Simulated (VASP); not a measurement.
Here is a VASP 6.6.1 calculation.

INCAR

```
ALGO = Normal
EDIFF = 1E-6
ENCUT = 520
GGA = PS
ISIF = 2
ISMEAR = 0
LASPH = T
LCHARG = F
LREAL = F
LWAVE = F
NBANDS = 16
NELM = 80
PREC = Accurate
SIGMA = 0.15
```

The input KPOINTS:

```
k-points
0
Gamma
  18 18 18
```

Contents of POSCAR:

```
GaSb
1.0
    0.0000000000      3.0556140972      2.9028333923
    3.0556140972      0.0000000000      2.9028333923
    3.0556140972      3.0556140972      0.0000000000
Ga Sb
1 1
Direct
    0.0000000000      0.0000000000      0.0000000000
    0.7500000000      0.7500000000      0.7500000000
```

Potentials or basis: VASP PAW PBE potentials, release 64 (Ga_d, Sb).

Command:

```console
$ cat potpaw_PBE.64/Ga_d/POTCAR potpaw_PBE.64/Sb/POTCAR > POTCAR
$ mpirun -np 1 vasp_std > vasp.out
```

What does it give for the band gap on the k mesh?

0.18 eV.

Estimate the pressure.

3.1 GPa.

Stress tensor (GPa, compression positive):
```
2.39 0.00 0.00
0.00 2.39 0.00
0.00 0.00 4.43
```

Caveat: the cell differs from its parent crystal (strain +0.000 along x and y, -0.050 along z); the cell stands under pressure; semilocal functionals underestimate gaps, and a narrow one can read as zero; the PAW data sets were made with another functional, which shifts forces and pressure a little; spin-orbit coupling is left out, which moves the levels of the heavy elements. A k mesh can miss the band edges.
